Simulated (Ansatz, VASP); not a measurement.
# Two plane-wave programs on Ni

The input POSCAR:

```
Ni
1.0
   -1.3247681766      1.3247681766      1.3247681766
    1.3247681766     -1.3247681766      1.3247681766
    1.3247681766      1.3247681766     -1.3247681766
Ni
1
Direct
    0.0000000000      0.0000000000      0.0000000000
```

Contents of INCAR.step1:

```
  PREC = Accurate
  ENCUT = 520
  ISMEAR = -1
  SIGMA = 0.05
  LREAL = False
  LASPH = True
  NELM = 150
  ISPIN = 2
  MAGMOM = 0.685
  LMAXMIX = 4
  NBANDS = 15
  GGA = PE
  ALGO = Normal
  EDIFF = 1E-4
  LWAVE = True
  LCHARG = False
```

File INCAR.step2:

```
  PREC = Accurate
  ENCUT = 520
  EDIFF = 1E-6
  ISMEAR = -1
  SIGMA = 0.05
  LREAL = False
  LASPH = True
  NELM = 150
  ALGO = Normal
  ISIF = 2
  LWAVE = False
  LCHARG = False
  ISPIN = 2
  MAGMOM = 0.685
  LORBIT = 11
  LMAXMIX = 4
  METAGGA = R2SCAN
  LMIXTAU = True
  NBANDS = 15
  ISTART = 1
```

Contents of KPOINTS:

```
Automatic mesh
0
Gamma
  18 18 18
```

Input for Ansatz:

```yaml
crystal:
  lattice:
    - [-1.3247681766, 1.3247681766, 1.3247681766]
    - [1.3247681766, -1.3247681766, 1.3247681766]
    - [1.3247681766, 1.3247681766, -1.3247681766]
  atoms:
    - { symbol: Ni, position: [0.0, 0.0, 0.0], spin: 0.685 }
hamiltonian:
  xc: r2scan
  pseudopotentials:
    kind: paw
    azcp:
      Ni: "pseudopotentials/Ni.paw.azcp"
basis:
  ecutwfc: 500
  fft_grid_basis: typed
kpoints:
  mp_grid: { grid: [18, 18, 18], shift: [0, 0, 0] }
magnetization:
  spin_polarized: true
scf:
  occupations: { method: fermi_dirac, width: 0.05 }
  lower_state_search: "off"
output:
  stress: true
```

Alike in both runs: task single point; functional r2SCAN; k mesh 18 × 18 × 18; occupations fermi-dirac, width 0.05 eV; collinear spin.

|  | VASP | Ansatz |
| --- | --- | --- |
| version | VASP 6.6.1 | Ansatz 0.2.0 |
| potentials or method | VASP PAW PBE potentials, release 64 (Ni), cutoff 520 eV | plane waves (500 eV) with PAW, scalar-relativistic |
| valence electrons in the cell | 10 | 18 |

```tsv
	VASP	Ansatz	Ansatz less VASP
net moment per atom (μB)	0.00	0.58	+0.582
size of the moment on the site where the two differ most (μB)	0.00	0.63	+0.628
```

The net moments are unlike, so the other rows may belong to different states. VASP's potentials were made for PBE, not for r2SCAN. Site moments also hang on the region over which each program counts them. VASP's potentials hold 10 valence electrons a cell and Ansatz's 18, so a difference there can come from the potentials and not from the codes. Ansatz's warnings: stability check not made.
